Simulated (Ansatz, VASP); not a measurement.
## V4O: VASP beside Ansatz

```
V O
1.0
     2.99718    0.00000    0.00000
     0.00000    2.99718    0.00000
     0.00000    0.00000   21.33338
V O
4 1
Direct
  0.50000 0.50000 0.18750
  0.00000 0.00000 0.25775
  0.50000 0.50000 0.32672
  0.00000 0.00000 0.39063
  0.25000 0.25000 0.51953
```

Alike in both runs: task single point; functional PBE; k mesh 9 × 9 × 1; occupations gaussian, width 0.1 eV; no spin polarisation.

```csv
,VASP,Ansatz
version,VASP 6.6.1,Ansatz 0.2.0
potentials or method,"VASP PAW PBE potentials, release 64 (V_sv, O), cutoff 520 eV","scalar-relativistic, plane waves, PAW"
valence electrons in the cell,58,58
```

```tsv
	VASP	Ansatz	Ansatz less VASP
gap on the k mesh at the Fermi level (eV)	none	none	-
rms of the force components (eV/Å)	0.867	0.865	-0.0017
work function, face that differs most (eV)	9.36	9.36	+0.001
```

Atom by atom the forces differ by 0.007 eV/Å (rms over components). A gap of «none» marks a metal or a gap that the smearing closes. With one functional, cell and mesh, what is left measures potentials, basis and numerics.
